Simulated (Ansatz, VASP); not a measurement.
## CsPbCl3 in VASP and in Ansatz

The input INCAR:

```
SYSTEM = CsPbCl3
PREC = Accurate ; ENCUT = 600
EDIFF = 1E-6 ; ISMEAR = -1
SIGMA = 0.05 ; LREAL = .False.
LASPH = .True. ; NELM = 80
ALGO = Normal ; ISIF = 3
LWAVE = .False. ; LCHARG = .False.
IBRION = 2 ; NSW = 60
EDIFFG = -0.01
```

The input KPOINTS:

```
regular mesh
0
Gamma
  5 5 5
  0 0 0
```

File POSCAR:

```
CsPbCl3
1.0
    5.6050000000      0.0000000000      0.0000000000
    0.0000000000      5.6050000000      0.0000000000
    0.0000000000      0.0000000000      5.6050000000
Pb Cs Cl
1 1 3
Direct
    0.5000000000      0.5000000000      0.5000000000
    0.0000000000      0.0000000000      0.0000000000
    0.5000000000      0.0000000000      0.5000000000
    0.0000000000      0.5000000000      0.5000000000
    0.5000000000      0.5000000000      0.0000000000
```

File input.yaml:

```yaml
crystal:
  lattice:
    - [5.605, 0.0, 0.0]
    - [0.0, 5.605, 0.0]
    - [0.0, 0.0, 5.605]
  atoms:
    - { symbol: Pb, position: [0.5, 0.5, 0.5] }
    - { symbol: Cs, position: [0.0, 0.0, 0.0] }
    - { symbol: Cl, position: [0.5, 0.0, 0.5] }
    - { symbol: Cl, position: [0.0, 0.5, 0.5] }
    - { symbol: Cl, position: [0.5, 0.5, 0.0] }
hamiltonian:
  xc: lda
  pseudopotentials: { kind: paw }
kpoints:
  mp_grid: { grid: [5, 5, 5] }
scf:
  occupations: { method: fermi_dirac, width: 0.05 }
output:
  forces: true
  stress: true
  eigenvalues: true
relax:
  f_tol: 0.01
  max_steps: 40
  cell: { stress_tol: 0.05 }
```

Alike in both runs: task relaxation of cell and atoms; functional LDA; k mesh 5 × 5 × 5; occupations fermi-dirac, width 0.05 eV; no spin polarisation.

```csv
,VASP,Ansatz
version,VASP 6.6.1,Ansatz 0.2.0
potentials or method,"VASP PAW LDA potentials, release 64 (Pb_d, Cs_sv, Cl)",Ansatz PAW
plane-wave cutoff (eV),600,420
valence electrons in the cell,44,44
```

|  | VASP | Ansatz | Ansatz less VASP |
| --- | --- | --- | --- |
| gap on the k mesh at the Fermi level, each at its own relaxed structure (eV) | 2.68 | 2.69 | +0.012 |
| relaxed volume (Å³/atom) | 33.66 | 33.54 | -0.129 |
| relaxed cell length with the largest relative difference (Å) | 5.521 | 5.514 | -0.0070 |

LDA's correlation is that of Perdew and Zunger in VASP and of Perdew and Wang (1992) in Ansatz.

Spin-orbit coupling is off throughout. Noted on Ansatz's run: odd divisions of the mesh miss points on the zone boundary, where band edges often lie, so the gap on the mesh can be too wide; the plane-wave basis is chosen anew once the cell has moved, so the energies of steps on either side of that aren't comparable.
